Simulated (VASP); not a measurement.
# W2AuN3 (R-3m) in VASP: a series of runs, part 2 of 2

VASP 6.6.1. The steps go on from the part before.

## (3) Single point, PBE

Contents of INCAR:

```
PREC = Accurate ; ENCUT = 600
EDIFF = 1E-6 ; ISMEAR = 0
SIGMA = 0.15 ; LREAL = False
LASPH = True ; NELM = 120
ALGO = Normal ; ISIF = 2
LWAVE = False ; LCHARG = False
GGA = PE ; NBANDS = 36
GGA_COMPAT = False
```

Contents of KPOINTS:

```
regular mesh
0
Gamma
  3 3 3
```

Contents of POSCAR:

```
W2AuN3
1.0
    2.6348286113      1.5212190080      3.1017606945
   -2.6348286113      1.5212190080      3.1017606945
    0.0000000000     -3.0424380160      3.1017606945
W Au N
2 1 3
Direct
    0.6854236343      0.6854236343      0.6854236343
    0.3145763657      0.3145763657      0.3145763657
    0.0000000000      0.0000000000      0.0000000000
    0.0000000000      0.5000000000      0.0000000000
    0.5000000000      0.0000000000      0.0000000000
    0.0000000000      0.0000000000      0.5000000000
```

Potentials or basis: VASP PAW PBE potentials, release 64 (W_sv, Au, N).

The run is started by

```bash
> cat potpaw_PBE.64/W_sv/POTCAR potpaw_PBE.64/Au/POTCAR potpaw_PBE.64/N/POTCAR > POTCAR
> mpirun -np 1 vasp_std > vasp.out
```

OUTCAR:

```text
PREC = Accurate
   ENCUT = 600
   EDIFF = 1E-6
   ISMEAR = 0
   LREAL = False
   LASPH = True
   NELM = 120
   ISIF = 2
   GGA = PE

 ion  position               nearest neighbor table
   1  0.685  0.685  0.685-   6 2.05   5 2.05   4 2.05   3 2.93   3 3.05   3 3.05   3 3.05   2 3.06
                             2 3.06   2 3.06   2 3.45
   2  0.315  0.315  0.315-   6 2.05   5 2.05   4 2.05   3 2.93   3 3.05   3 3.05   3 3.05   1 3.06
                             1 3.06   1 3.06   1 3.45
   3  0.000  0.000  0.000-   6 2.17   6 2.17   4 2.17   5 2.17   4 2.17   5 2.17   1 2.93   2 2.93
                             2 3.05   1 3.05   2 3.05   1 3.05   2 3.05   1 3.05
   4  0.000  0.500  0.000-   1 2.05   2 2.05   3 2.17   3 2.17
   5  0.500  0.000  0.000-   1 2.05   2 2.05   3 2.17   3 2.17
   6  0.000  0.000  0.500-   1 2.05   2 2.05   3 2.17   3 2.17

  LATTYP: Found a trigonal (rhomboedric) cell.
 ALAT       =     4.3448070713
 COS(alpha) =     0.2644812575

  Lattice vectors:

 A1 = (   2.6348286113,   1.5212190080,   3.1017606945)
 A2 = (  -2.6348286113,   1.5212190080,   3.1017606945)
 A3 = (   0.0000000000,  -3.0424380160,   3.1017606945)

Analysis of symmetry for initial positions (statically):
=====================================================================
 Subroutine PRICEL returns:
 Original cell was already a primitive cell.

 Routine SETGRP: Setting up the symmetry group for a
 trigonal (rhombohedral) supercell.

 Subroutine GETGRP returns: Found 12 space group operations
 (whereof 12 operations were pure point group operations)
 out of a pool of 12 trial point group operations.

The static configuration has the point symmetry D_3d.

Analysis of symmetry for dynamics (positions and initial velocities):
=====================================================================
 Subroutine PRICEL returns:
 Original cell was already a primitive cell.

 Routine SETGRP: Setting up the symmetry group for a
 trigonal (rhombohedral) supercell.

 Subroutine GETGRP returns: Found 12 space group operations
 (whereof 12 operations were pure point group operations)
 out of a pool of 12 trial point group operations.

The dynamic configuration has the point symmetry D_3d.

 Subroutine INISYM returns: Found 12 space group operations
 (whereof 12 operations are pure point group operations),
 and found     1 'primitive' translations

----------------------------------------------------------------------------------------

                                     Primitive cell

  volume of cell :      74.5940

  direct lattice vectors                    reciprocal lattice vectors
     2.634828611  1.521219008  3.101760694     0.189765664  0.109561257  0.107465845
    -2.634828611  1.521219008  3.101760694    -0.189765664  0.109561257  0.107465845
     0.000000000 -3.042438016  3.101760694     0.000000000 -0.219122514  0.107465845

  length of vectors
     4.344807071  4.344807071  4.344807071     0.244056518  0.244056518  0.244056518

  position of ions in fractional coordinates (direct lattice)
     0.685423634  0.685423634  0.685423634
     0.314576366  0.314576366  0.314576366
     0.000000000  0.000000000  0.000000000
     1.000000000  0.500000000  0.000000000
     0.500000000  1.000000000  0.000000000
     0.000000000  0.000000000  0.500000000

  ion indices of the primitive-cell ions
   primitive index   ion index
                 1           1
                 2           2
                 3           3
[... 34 lines left out ...]
  0.333333  0.333333 -0.000000      6.000000
 -0.333333  0.333333  0.000000      6.000000
  0.333333  0.333333  0.333333      2.000000
 -0.333333  0.333333  0.333333      6.000000
   k-points           NKPTS =      6   k-points in BZ     NKDIM =      6   number of bands    NBANDS=     36
   number of dos      NEDOS =    301   number of ions     NIONS =      6
   total plane-waves  NPLWV =  46656
   dimension x,y,z NGX =    36 NGY =   36 NGZ =   36
   dimension x,y,z NGXF=    72 NGYF=   72 NGZF=   72
   ions per type =               2   1   3
   NGX,Y,Z   is equivalent  to a cutoff of  13.77, 13.77, 13.77 a.u.
   NGXF,Y,Z  is equivalent  to a cutoff of  27.55, 27.55, 27.55 a.u.
 SYSTEM =  unknown system
   PREC   = accura    normal or accurate (medium, high low for compatibility)
   ISTART =      0    job   : 0-new  1-cont  2-samecut
   ICHARG =      2    charge: 1-file 2-atom 10-const
   ISPIN  =      1    spin polarized calculation?
   LNONCOLLINEAR =      F non collinear calculations
   LSORBIT =      F    spin-orbit coupling
   LASPH  =      T    aspherical Exc in radial PAW
   ENCUT  =  600.0 eV  44.10 Ry    6.64 a.u.   8.68  8.68  8.68*2*pi/ulx,y,z
   NELM   =    120;   NELMIN=  2; NELMDL= -5     # of ELM steps
   EDIFF  = 0.1E-05   stopping-criterion for ELM
   LREAL  =      F    real-space projection
   EDIFFG = 0.1E-04   stopping-criterion for IOM
   NSW    =      0    number of steps for IOM
   IBRION =     -1    ionic relax: 0-MD 1-quasi-New 2-CG
   NFREE  =      0    steps in history (QN), initial steepest desc. (CG)
   ISIF   =      2    stress and relaxation
   ISYM   =      2    0-nonsym 1-usesym 2-fastsym
   POTIM  = 0.5000    time-step for ionic-motion
   TEBEG  =    0.0;   TEEND  =   0.0 temperature during run
   PSTRESS=    0.0 pullay stress
   NELECT =      54.0000    total number of electrons
   NUPDOWN=      -1.0000    fix difference up-down
   EMIN   =  10.00;   EMAX   =-10.00  energy-range for DOS
   EFERMI =   0.00;   METHOD = LEGACY
   ISMEAR =     0;   SIGMA  =   0.15  broadening in eV -4-tet -1-fermi 0-gaus
   EFERMI_NEDOS =   21; number of points for ismear=-14 and -15
   IALGO  =     38    algorithm
   IMIX   =      4    mixing-type and parameters
     AMIX     =   0.40;   BMIX     =  1.00
     AMIX_MAG =   1.60;   BMIX_MAG =  1.00
  volume/ion in A,a.u.               =      12.43        83.90
  Fermi-wavevector in a.u.,A,eV,Ry     =   1.469958  2.777817 29.399141  2.160776
  Thomas-Fermi vector in A             =   2.585273
   LORBIT       =      0    0 simple, 1 ext, 2 COOP (PROOUT), +10 PAW based schemes
   GGA     = PE    functional components
   LHFCALC =     F    Hartree Fock is set to
   AEXX    =    0.0000 exact exchange contribution
   IVDW    =     0    specifies the selected vdW correction
   LEPSILON=     F    determine dielectric tensor
   LRPA    =     F    only Hartree local field effects (RPA)
 non-spin polarized calculation
 Gauss-broadening in eV      SIGMA  =   0.15
  energy-cutoff  :      600.00
  volume of cell :       74.59
 maximum number of plane-waves:      2515
   NGX = 17   NGY = 17   NGZ = 17

 number of electron      54.0000006 magnetization

 Free energy of the ion-electron system (eV)
  ---------------------------------------------------
  ext. energy  EPLUGINS =         0.00000000
  ---------------------------------------------------
  free energy    TOTEN  =       -46.33124242 eV

  energy without entropy =      -46.32606575  energy(sigma->0) =      -46.32865409

 E-fermi :   9.4143     XC(G=0): -12.5976

 val. band max:        9.2053775982   @ k =   0.3333   0.3333  -0.0000
 cond. band min:       9.5686705521   @ k =   0.3333   0.3333   0.3333
 fundamental gap:      0.3632929539
 Fermi energy:         9.4143411946

 k-point     1 :       0.0000    0.0000    0.0000
  band No.  band energies     occupation
      1     -65.6597      2.00000
      2     -65.6385      2.00000
      3     -29.9423      2.00000
      4     -29.9423      2.00000
      5     -29.8962      2.00000
      6     -29.8824      2.00000
[... 223 lines left out ...]
     35      12.7972      0.00000
     36      13.8825      0.00000

------------------------ aborting loop because EDIFF is reached ----------------------------------------

  FORCE on cell =-STRESS in cart. coord.  units (eV):
  Direction    XX          YY          ZZ          XY          YZ          ZX
  --------------------------------------------------------------------------------------
  -------------------------------------------------------------------------------------
  Total        0.2013642      0.2013642      0.2593827      0.0000000      0.0000000      0.0000000
  in kB        4.3250310      4.3250310      5.5711902      0.0000000      0.0000000      0.0000000
  external PRESSURE =       4.7404174 kB  Pullay stress =       0.0000000 kB

 VOLUME and BASIS-vectors are now :
 -----------------------------------------------------------------------------
  energy-cutoff  :      600.00
  volume of cell :       74.59
      direct lattice vectors                 reciprocal lattice vectors
     2.634828611  1.521219008  3.101760694     0.189765664  0.109561257  0.107465845
    -2.634828611  1.521219008  3.101760694    -0.189765664  0.109561257  0.107465845
     0.000000000 -3.042438016  3.101760694     0.000000000 -0.219122514  0.107465845

 POSITION                                       TOTAL-FORCE (eV/Angst)
 -----------------------------------------------------------------------------------
      0.00000      0.00000      6.37806        -0.000000     -0.000000     -0.094993
      0.00000      0.00000      2.92722        -0.000000      0.000000      0.094993
      0.00000      0.00000      0.00000        -0.000000     -0.000000      0.000000
     -1.31741      0.76061      1.55088        -0.000000     -0.000000     -0.000000
      1.31741      0.76061      1.55088        -0.000000     -0.000000      0.000000
      0.00000     -1.52122      1.55088         0.000000     -0.000000     -0.000000
 -----------------------------------------------------------------------------------
    total drift:                                0.000000     -0.000000     -0.000000

  FREE ENERGIE OF THE ION-ELECTRON SYSTEM (eV)
  ---------------------------------------------------
  free  energy   TOTEN  =       -46.3312424184 eV

  energy  without entropy=      -46.3260657528  energy(sigma->0) =      -46.32865409
```

OSZICAR:

```text
N       E                     dE             d eps       ncg     rms          rms(c)
DAV:   1     0.620986119619E+03    0.62099E+03   -0.32817E+04   432   0.179E+03
DAV:   2    -0.126778686459E+02   -0.63366E+03   -0.61464E+03   496   0.512E+02
DAV:   3    -0.540792944315E+02   -0.41401E+02   -0.39847E+02   512   0.129E+02
DAV:   4    -0.553213981293E+02   -0.12421E+01   -0.12235E+01   512   0.213E+01
DAV:   5    -0.553397195594E+02   -0.18321E-01   -0.18309E-01   492   0.268E+00    0.405E+01
DAV:   6    -0.480177107343E+02    0.73220E+01   -0.50180E+01   536   0.479E+01    0.227E+01
DAV:   7    -0.465250214454E+02    0.14927E+01   -0.94630E+00   504   0.183E+01    0.159E+01
DAV:   8    -0.464557437991E+02    0.69278E-01   -0.21445E+00   476   0.978E+00    0.242E+00
DAV:   9    -0.463349059702E+02    0.12084E+00   -0.41098E-01   452   0.514E+00    0.107E+00
DAV:  10    -0.463320646730E+02    0.28413E-02   -0.24643E-02   496   0.934E-01    0.686E-01
DAV:  11    -0.463314098876E+02    0.65479E-03   -0.38313E-03   492   0.387E-01    0.223E-01
DAV:  12    -0.463312459912E+02    0.16390E-03   -0.13228E-03   488   0.288E-01    0.413E-02
DAV:  13    -0.463312469908E+02   -0.99964E-06   -0.17324E-04   456   0.102E-01    0.393E-02
DAV:  14    -0.463312424871E+02    0.45037E-05   -0.13861E-05   528   0.256E-02    0.419E-03
DAV:  15    -0.463312424184E+02    0.68693E-07   -0.10563E-06   248   0.712E-03
   1 F= -.46331242E+02 E0= -.46328654E+02  d E =-.517667E-02
```

Wall time 45 s (1 thread of Intel Xeon 8259CL, shared host); peak memory 0.21 GiB.

What came out:

- Free energy: -46.3312 eV
- Pressure: 0.5 GPa
- Largest force: 0.095 eV/Å
- Band gap on the k mesh: zero (band 27 reaches 9.77 eV, above the bottom of band 28 at 8.07 eV)

Forces on the atoms (eV/Å):
```
W    0.000  0.000 -0.095
W    0.000  0.000  0.095
Au   0.000  0.000  0.000
N    0.000  0.000  0.000
N    0.000  0.000  0.000
N    0.000  0.000  0.000
```

Levels at points of the mesh, in eV from the Fermi level:
```csv
k point,band 24,band 25,band 26,band 27,band 28,band 29,band 30,band 31
"(0.00, 0.00, 0.00)",-2.19,-1.57,-1.57,-1.54,-1.34,-0.85,1.78,1.78
```

Caveat: the k points lie up to 0.51 Å⁻¹ apart; spin-orbit coupling is left out, which moves the levels of the heavy elements.

## (4) Single point, PBE

This run uses another cell than the first one, of 17.41 Å³/atom, 1.400 times its volume.

Contents of INCAR:

```
SYSTEM = W2AuN3
  PREC = Accurate
  ENCUT = 600
  EDIFF = 1E-6
  ISMEAR = 0
  SIGMA = 0.15
  LREAL = .False.
  LASPH = .True.
  NELM = 120
  ALGO = Normal
  ISIF = 2
  LWAVE = .False.
  LCHARG = .False.
  GGA = PE
  NBANDS = 36
  GGA_COMPAT = .False.
```

Contents of KPOINTS:

```
regular mesh
0
Gamma
  3 3 3
  0 0 0
```

Contents of POSCAR:

```
W2AuN3
1.0
    3.0651294228      1.7696532974      3.2094182159
   -3.0651294228      1.7696532974      3.2094182159
    0.0000000000     -3.5393065947      3.2094182159
W Au N
2 1 3
Direct
    0.7762484765      0.7762484765      0.7762484765
    0.2237515235      0.2237515235      0.2237515235
    0.5000000000      0.5000000000      0.5000000000
    0.0000000000      0.0000000000      0.5000000000
    0.5000000000      0.0000000000      0.0000000000
    0.0000000000      0.5000000000      0.0000000000
```

The run is started by

```bash
> cat potpaw_PBE.64/W_sv/POTCAR potpaw_PBE.64/Au/POTCAR potpaw_PBE.64/N/POTCAR > POTCAR
> mpirun -np 1 vasp_std > vasp.out
```

Wall time 58 s (1 thread of Intel Xeon 8259CL, shared host); peak memory 0.25 GiB.

Results (log left out):

```yaml
Free_energy: -52.3104 eV
Pressure: 1.0 GPa
Largest_force: 0.192 eV/Å
Band_gap_on_the_k_mesh: zero (band 27 reaches 4.73 eV, above the bottom of band 28 at 4.43 eV)
```

Forces on the atoms (eV/Å):
```
W    0.000  0.000 -0.192
W    0.000  0.000  0.192
Au   0.000  0.000  0.000
N    0.000  0.000  0.000
N    0.000  0.000  0.000
N    0.000  0.000  0.000
```

Stress tensor (GPa, compression positive):
```
1.48 0.00 0.00
0.00 1.48 0.00
0.00 0.00 0.07
```

Levels at points of the mesh, in eV from the Fermi level:
```csv
k point,band 25,band 26,band 27,band 28,band 29,band 30
"(0.00, 0.00, 0.00)",-1.78,-1.25,0.43,0.43,1.04,1.38
```

Caveat: the k points lie up to 0.45 Å⁻¹ apart; spin-orbit coupling is left out, which moves the levels of the heavy elements.

## (5) Overview

```csv
cell,gap on the mesh (eV),pressure (GPa),largest force (eV/Å)
"a = 4.341 Å, angles 74.9°, 6 atoms",none,0.3,0.08
"a = 4.345 Å, angles 74.7°, 6 atoms",none,0.5,0.09
"a = 4.778 Å, angles 79.8°, 6 atoms",none,1.0,0.19
```

Alike in all rows: task single point; level PBE; potentials or basis VASP PAW PBE potentials, release 64 (W_sv, Au, N); no spin polarisation; k mesh 3 × 3 × 3; cutoff (eV) 600; smearing gaussian 0.15 eV.

Caveats: all runs use coarse meshes; spin-orbit coupling is left out, which moves the levels of the heavy elements.

Total energies depend on the potentials used, so only differences within one code and one set of settings carry meaning.
